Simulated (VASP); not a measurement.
# Se (P3_221) in VASP: notebook

The runs below take Se through single point, with PBE.

All numbers are computed with VASP 6.6.1; they aren't measurements. Logs are shortened: lines on timing, memory, paths and dates and some standing lists are left out, and cuts for length are marked.

## Step 1: The cell of the first run

Symmetry: P3_221, No. 154, trigonal system. Conventional cell: a = 4.225 Å, b = 4.225 Å, c = 4.949 Å, α = 90.00°, β = 90.00°, γ = 120.00°. Se (site symmetry 2) has 2 Se at 2.29 Å within 3.0 Å.

## Step 2: Single point, PBE (equal xx and yy strain of -3 %)

The input, INCAR:

```
SYSTEM = Se
PREC = Accurate ; ENCUT = 520
EDIFF = 1E-7 ; ISMEAR = -1
SIGMA = 0.03 ; LREAL = .FALSE.
LASPH = .TRUE. ; NELM = 60
ALGO = Normal ; ISIF = 2
LWAVE = .FALSE. ; LCHARG = .FALSE.
GGA = PE ; NBANDS = 16
```

The input, KPOINTS:

```
regular mesh
0
G
  8 8 6
  0 0 0
```

The input, POSCAR:

```
Se
1.0
    4.2245145873      0.0000000000      0.0000000000
   -2.1122572936      3.6585369512      0.0000000000
    0.0000000000      0.0000000000      4.9494500000
Se
3
Direct
    0.2170000000      0.0000000000      0.1666666667
    0.0000000000      0.2170000000      0.8333333333
    0.7830000000      0.7830000000      0.5000000000
```

Potentials or basis: VASP PAW PBE potentials, release 64 (Se).

The run is started by

```console
$ cat potpaw_PBE.64/Se/POTCAR > POTCAR
$ mpirun -np 1 vasp_std > vasp.out
```

OUTCAR:

```text
SYSTEM = Se
   PREC = Accurate
   ENCUT = 520
   EDIFF = 1E-7
   ISMEAR = -1
   LREAL = .FALSE.
   LASPH = .TRUE.
   NELM = 60
   ISIF = 2
   GGA = PE

 ion  position               nearest neighbor table
   1  0.217  0.000  0.167-   3 2.29   2 2.29
   2  0.000  0.217  0.833-   3 2.29   1 2.29
   3  0.783  0.783  0.500-   2 2.29   1 2.29

  LATTYP: Found a hexagonal cell.
 ALAT       =     4.2245145873
 C/A-ratio  =     1.1716020617

  Lattice vectors:

 A1 = (   4.2245145873,   0.0000000000,   0.0000000000)
 A2 = (  -2.1122572936,   3.6585369512,   0.0000000000)
 A3 = (   0.0000000000,   0.0000000000,   4.9494500000)

Analysis of symmetry for initial positions (statically):
=====================================================================
 Subroutine PRICEL returns:
 Original cell was already a primitive cell.

 Routine SETGRP: Setting up the symmetry group for a
 hexagonal supercell.

 Subroutine GETGRP returns: Found  6 space group operations
 (whereof  2 operations were pure point group operations)
 out of a pool of 24 trial point group operations.

The static configuration has the point symmetry C_2 .
 The point group associated with its full space group is D_3 .

Analysis of symmetry for dynamics (positions and initial velocities):
=====================================================================
 Subroutine PRICEL returns:
 Original cell was already a primitive cell.

 Routine SETGRP: Setting up the symmetry group for a
 hexagonal supercell.

 Subroutine GETGRP returns: Found  6 space group operations
 (whereof  2 operations were pure point group operations)
 out of a pool of 24 trial point group operations.

The dynamic configuration has the point symmetry C_2 .
 The point group associated with its full space group is D_3 .

 Subroutine INISYM returns: Found  6 space group operations
 (whereof  2 operations are pure point group operations),
 and found     1 'primitive' translations

----------------------------------------------------------------------------------------

                                     Primitive cell

  volume of cell :      76.4964

  direct lattice vectors                    reciprocal lattice vectors
     4.224514587  0.000000000  0.000000000     0.236713587  0.136666653  0.000000000
    -2.112257294  3.658536951  0.000000000     0.000000000  0.273333306  0.000000000
     0.000000000  0.000000000  4.949450000     0.000000000  0.000000000  0.202042651

  length of vectors
     4.224514587  4.224514587  4.949450000     0.273333306  0.273333306  0.202042651

  position of ions in fractional coordinates (direct lattice)
     0.217000000  0.000000000  0.166666667
     0.000000000  0.217000000  0.833333333
     0.783000000  0.783000000  0.500000000

  ion indices of the primitive-cell ions
   primitive index   ion index
                 1           1
                 2           2
                 3           3

----------------------------------------------------------------------------------------

 KPOINTS: regular mesh

Automatic generation of k-mesh.
 Grid dimensions read from file:
 generate k-points for:    8    8    6

 Generating k-lattice:

  Cartesian coordinates                     Fractional coordinates (reciprocal lattice)
     0.029589198  0.017083332  0.000000000     0.125000000  0.000000000  0.000000000
     0.000000000  0.034166663  0.000000000     0.000000000  0.125000000  0.000000000
     0.000000000  0.000000000  0.033673775     0.000000000  0.000000000  0.166666667

  Length of vectors
     0.034166663  0.034166663  0.033673775

  Shift w.r.t. Gamma in fractional coordinates (k-lattice)
     0.000000000  0.000000000  0.000000000

 Subroutine IBZKPT returns following result:
 ===========================================

 Found     50 irreducible k-points:

 Following reciprocal coordinates:
            Coordinates               Weight
  0.000000  0.000000  0.000000      1.000000
  0.125000  0.000000  0.000000      6.000000
  0.250000  0.000000  0.000000      6.000000
  0.375000  0.000000  0.000000      6.000000
  0.500000  0.000000  0.000000      3.000000
  0.125000  0.125000  0.000000      6.000000
[... 16 lines left out ...]
 -0.125000  0.500000  0.166667     12.000000
  0.250000  0.250000  0.166667     12.000000
 [... further k-points ...]
   k-points           NKPTS =     50   k-points in BZ     NKDIM =     50   number of bands    NBANDS=     16
   number of dos      NEDOS =    301   number of ions     NIONS =      3
   total plane-waves  NPLWV =  40960
   dimension x,y,z NGX =    32 NGY =   32 NGZ =   40
   dimension x,y,z NGXF=    64 NGYF=   64 NGZF=   80
   ions per type =               3
   NGX,Y,Z   is equivalent  to a cutoff of  12.59, 12.59, 13.44 a.u.
   NGXF,Y,Z  is equivalent  to a cutoff of  25.19, 25.19, 26.87 a.u.
 SYSTEM =  Se
   PREC   = accura    normal or accurate (medium, high low for compatibility)
   ISTART =      0    job   : 0-new  1-cont  2-samecut
   ICHARG =      2    charge: 1-file 2-atom 10-const
   ISPIN  =      1    spin polarized calculation?
   LNONCOLLINEAR =      F non collinear calculations
   LSORBIT =      F    spin-orbit coupling
   LASPH  =      T    aspherical Exc in radial PAW
   ENCUT  =  520.0 eV  38.22 Ry    6.18 a.u.   7.85  7.85  9.20*2*pi/ulx,y,z
   NELM   =     60;   NELMIN=  2; NELMDL= -5     # of ELM steps
   EDIFF  = 0.1E-06   stopping-criterion for ELM
   LREAL  =      F    real-space projection
   EDIFFG = 0.1E-05   stopping-criterion for IOM
   NSW    =      0    number of steps for IOM
   IBRION =     -1    ionic relax: 0-MD 1-quasi-New 2-CG
   NFREE  =      0    steps in history (QN), initial steepest desc. (CG)
   ISIF   =      2    stress and relaxation
   ISYM   =      2    0-nonsym 1-usesym 2-fastsym
   POTIM  = 0.5000    time-step for ionic-motion
   TEBEG  =    0.0;   TEEND  =   0.0 temperature during run
   PSTRESS=    0.0 pullay stress
   NELECT =      18.0000    total number of electrons
   NUPDOWN=      -1.0000    fix difference up-down
   EMIN   =  10.00;   EMAX   =-10.00  energy-range for DOS
   EFERMI =   0.00;   METHOD = LEGACY
   ISMEAR =    -1;   SIGMA  =   0.03  broadening in eV -4-tet -1-fermi 0-gaus
   EFERMI_NEDOS =   21; number of points for ismear=-14 and -15
   IALGO  =     38    algorithm
   IMIX   =      4    mixing-type and parameters
     AMIX     =   0.40;   BMIX     =  1.00
     AMIX_MAG =   1.60;   BMIX_MAG =  1.00
  volume/ion in A,a.u.               =      25.50       172.07
  Fermi-wavevector in a.u.,A,eV,Ry     =   1.010691  1.909930 13.898314  1.021497
  Thomas-Fermi vector in A             =   2.143696
   LORBIT       =      0    0 simple, 1 ext, 2 COOP (PROOUT), +10 PAW based schemes
   GGA     = PE    functional components
   LHFCALC =     F    Hartree Fock is set to
   AEXX    =    0.0000 exact exchange contribution
   IVDW    =     0    specifies the selected vdW correction
   LEPSILON=     F    determine dielectric tensor
   LRPA    =     F    only Hartree local field effects (RPA)
 non-spin polarized calculation
  energy-cutoff  :      520.00
  volume of cell :       76.50
 maximum number of plane-waves:      2076
 NGX is ok and might be reduce to    32
   NGX = 15   NGY = 15   NGZ = 19

 number of electron      18.0000002 magnetization

 Free energy of the ion-electron system (eV)
  ---------------------------------------------------
  ext. energy  EPLUGINS =         0.00000000
  ---------------------------------------------------
  free energy    TOTEN  =       -10.18144398 eV

  energy without entropy =      -10.18144398  energy(sigma->0) =      -10.18144398

 E-fermi :   3.8600     XC(G=0):  -9.1147

 val. band max:        3.3795881113   @ k =   0.5000   0.0000   0.5000
 cond. band min:       4.3354477293   @ k =   0.3750   0.2500   0.5000
 fundamental gap:      0.9558596180
 Fermi energy:         3.8599961225

 k-point     1 :       0.0000    0.0000    0.0000
  band No.  band energies     occupation
      1     -13.2063      2.00000
      2      -8.6728      2.00000
      3      -8.6728      2.00000
      4      -0.6847      2.00000
      5      -0.6847      2.00000
      6      -0.5656      2.00000
[... 8 lines left out ...]
     15       9.5919      0.00000
     16      11.7094      0.00000

 k-point     2 :       0.1250    0.0000    0.0000
  band No.  band energies     occupation
      1     -13.1412      2.00000
      2      -8.7191      2.00000
      3      -8.6562      2.00000
      4      -1.3327      2.00000
      5      -0.9251      2.00000
      6      -0.3355      2.00000
[... 8 lines left out ...]
     15      10.3746      0.00000
     16      11.5985      0.00000

 k-point     3 :       0.2500    0.0000    0.0000
  band No.  band energies     occupation
      1     -12.9718      2.00000
      2      -8.8570      2.00000
      3      -8.6153      2.00000
      4      -1.9895      2.00000
      5      -1.3173      2.00000
      6      -0.3837      2.00000
[... 8 lines left out ...]
     15      11.3496      0.00000
     16      12.0390      0.00000

 k-point     4 :       0.3750    0.0000    0.0000
  band No.  band energies     occupation
      1     -12.7805      2.00000
      2      -9.0376      2.00000
      3      -8.5732      2.00000
      4      -2.3388      2.00000
      5      -1.6123      2.00000
      6      -0.4048      2.00000
[... 8 lines left out ...]
     15      12.3358      0.00000
     16      13.1101      0.00000
[... 324 lines left out ...]
 k-point    22 :       0.3750    0.1250    0.1667
  band No.  band energies     occupation
      1     -12.5639      2.00000
      2      -9.8336      2.00000
      3      -7.9375      2.00000
      4      -2.3444      2.00000
      5      -2.1477      2.00000
      6      -0.3932      2.00000
[... 8 lines left out ...]
     15      12.4033      0.00000
     16      13.3965      0.00000

 k-point    23 :      -0.1250    0.5000    0.1667
  band No.  band energies     occupation
      1     -12.5650      2.00000
      2      -9.8198      2.00000
      3      -7.9653      2.00000
      4      -2.3243      2.00000
      5      -2.0643      2.00000
      6      -0.2960      2.00000
[... 8 lines left out ...]
     15      12.1140      0.00000
     16      12.9932      0.00000

 k-point    24 :       0.2500    0.2500    0.1667
  band No.  band energies     occupation
      1     -12.5664      2.00000
      2      -9.8172      2.00000
      3      -7.9588      2.00000
      4      -2.3728      2.00000
      5      -2.0704      2.00000
      6      -0.2345      2.00000
[... 8 lines left out ...]
     15      12.2439      0.00000
     16      13.1224      0.00000

 [... further k-points ...]
[... 5 lines left out ...]
  --------------------------------------------------------------------------------------
  -------------------------------------------------------------------------------------
  Total        3.8180168      3.8180168      6.0596720      0.0000000      0.0000000      0.0000000
  in kB       79.9663397     79.9663397    126.9166197      0.0000000      0.0000000      0.0000000
  external PRESSURE =      95.6164330 kB  Pullay stress =       0.0000000 kB

 VOLUME and BASIS-vectors are now :
 -----------------------------------------------------------------------------
  energy-cutoff  :      520.00
  volume of cell :       76.50
      direct lattice vectors                 reciprocal lattice vectors
     4.224514587  0.000000000  0.000000000     0.236713587  0.136666653  0.000000000
    -2.112257294  3.658536951  0.000000000     0.000000000  0.273333306  0.000000000
     0.000000000  0.000000000  4.949450000     0.000000000  0.000000000  0.202042651

 POSITION                                       TOTAL-FORCE (eV/Angst)
 -----------------------------------------------------------------------------------
      0.91672      0.00000      0.82491         1.869970     -0.000000     -0.000000
     -0.45836      0.79390      4.12454        -0.934985      1.619441      0.000000
      1.65390      2.86463      2.47472        -0.934985     -1.619441      0.000000
 -----------------------------------------------------------------------------------
    total drift:                               -0.000000     -0.000000      0.000000

  FREE ENERGIE OF THE ION-ELECTRON SYSTEM (eV)
  ---------------------------------------------------
  free  energy   TOTEN  =       -10.1814439842 eV

  energy  without entropy=      -10.1814439801  energy(sigma->0) =      -10.18144398
```

Run time: 39 s. Hardware: 1 thread of Intel Xeon Platinum 8375C at 2.90GHz (Ice Lake), shared host; peak memory 0.21 GiB.

What came out:

| Quantity | Value |
| --- | --- |
| Free energy | -10.1814 eV |
| Pressure | 9.6 GPa |
| Largest force | 1.870 eV/Å |
| Band gap on the k mesh | 0.96 eV, indirect (least direct gap 0.97 eV) |

Forces on the atoms (eV/Å):
```
Se   1.870  0.000  0.000
Se  -0.935  1.619  0.000
Se  -0.935 -1.619  0.000
```

Caveat: the cell differs from its parent crystal (equal xx and yy strain of -3 %); forces of over 1 eV/Å act on the atoms, so gaps and moduli don't describe the material at rest.

## Step 3: Single point, PBE (equal xx and yy strain of -1 %)

The input, INCAR:

```
PREC = Accurate
ENCUT = 520
EDIFF = 1E-7
ISMEAR = -1
SIGMA = 0.03
LREAL = F
LASPH = T
NELM = 80
ALGO = Normal
ISIF = 2
LWAVE = F
LCHARG = F
GGA = PE
NBANDS = 16
```

The input, KPOINTS:

```
Automatic mesh
0
Gamma
  8 8 6
```

The input, POSCAR:

```
Se
1.0
    4.3116179808      0.0000000000      0.0000000000
   -2.1558089904      3.7339707028      0.0000000000
    0.0000000000      0.0000000000      4.9494500000
Se
3
Direct
    0.2170000000      0.0000000000      0.1666666667
    0.0000000000      0.2170000000      0.8333333333
    0.7830000000      0.7830000000      0.5000000000
```

Potentials or basis: VASP PAW PBE potentials, release 64 (Se).

The run is started by

```console
$ cat potpaw_PBE.64/Se/POTCAR > POTCAR
$ mpirun -np 1 vasp_std > vasp.out
```

Wall time 41 s (1 thread of Intel Xeon Platinum 8375C at 2.90GHz (Ice Lake), shared host); peak memory 0.21 GiB.

Results (log left out):

* Free energy: -10.3178 eV
* Pressure: 6.9 GPa
* Largest force: 1.410 eV/Å
* Band gap on the k mesh: 1.05 eV, indirect (least direct gap 1.11 eV)

Forces on the atoms (eV/Å):
```
Se   1.410  0.000  0.000
Se  -0.705  1.221  0.000
Se  -0.705 -1.221  0.000
```

Stress tensor (GPa, compression positive):
```
5.76 0.00 0.00
0.00 5.76 0.00
0.00 0.00 9.16
```

Levels at points of the mesh, in eV from the valence-band top:
| k point | band 5 | band 6 | band 7 | band 8 | band 9 | band 10 | band 11 | band 12 | band 13 | band 14 |
| --- | --- | --- | --- | --- | --- | --- | --- | --- | --- | --- |
| (0.00, 0.00, 0.00) | -4.03 | -3.85 | -2.25 | -2.25 | -0.43 | 2.05 | 2.05 | 2.48 | 6.05 | 6.32 |
| (0.50, 0.00, 0.00) | -4.93 | -3.53 | -3.05 | -2.01 | -1.11 | 2.06 | 2.63 | 4.42 | 5.31 | 7.64 |
| (0.00, 0.00, 0.50) | -3.52 | -3.52 | -1.61 | -1.61 | -1.30 | 1.23 | 1.44 | 1.44 | 6.02 | 7.37 |
| (0.50, 0.00, 0.50) | -4.68 | -4.43 | -1.93 | -1.53 | 0.00 | 1.49 | 2.85 | 3.18 | 6.19 | 7.84 |

Caveat: the cell differs from its parent crystal (equal xx and yy strain of -1 %); forces of over 1 eV/Å act on the atoms, so gaps and moduli don't describe the material at rest. A k mesh can miss the band edges.
